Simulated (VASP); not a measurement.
A run of VASP 6.6.1:

Contents of INCAR:

```
PREC     = Accurate       # precision mode
ENCUT    = 520            # plane-wave cutoff, eV
EDIFF    = 1E-6           # SCF threshold, eV
ISMEAR   = 0              # smearing method
SIGMA    = 0.02           # smearing width, eV
LREAL    = False          # projectors in reciprocal space
LASPH    = True           # aspherical terms in the spheres
NELM     = 80             # most SCF steps
ALGO     = Normal         # electronic algorithm
ISIF     = 2              # what is computed and relaxed
LWAVE    = False          # write WAVECAR
LCHARG   = False          # write CHGCAR
GGA      = PE             # functional
NBANDS   = 46             # bands
```

The input KPOINTS:

```
Automatic mesh
0
Gamma
  6 6 8
```

File POSCAR:

```
ZnO
1.0
    5.5319458773      0.0000000000      0.0000000000
    0.0000000000      5.5319458773      0.0000000000
    0.0000000000      0.0000000000      3.2691794578
Zn O
4 4
Direct
    0.1826309488      0.1826309488      0.5000000000
    0.8173690512      0.8173690512      0.5000000000
    0.6826309488      0.3173690512      0.0000000000
    0.3173690512      0.6826309488      0.0000000000
    0.8176587390      0.1823412610      0.5000000000
    0.1823412610      0.8176587390      0.5000000000
    0.6823412610      0.6823412610      0.0000000000
    0.3176587390      0.3176587390      0.0000000000
```

Potentials or basis: VASP PAW PBE potentials, release 64 (Zn, O).

Command:

```console
$ cat potpaw_PBE.64/Zn/POTCAR potpaw_PBE.64/O/POTCAR > POTCAR
$ mpirun -np 1 vasp_std > vasp.out
```

Hardware: 1 thread of Intel(R) Xeon(R) Platinum 8488C (Sapphire Rapids), with other jobs on the host.

Task: How long does it take, and how much memory?

Result: It took 2.8 min on 1 thread of Intel(R) Xeon(R) Platinum 8488C (Sapphire Rapids), on a shared host, peak memory 0.3 GiB. Counts: scf iterations 16, k points 50.
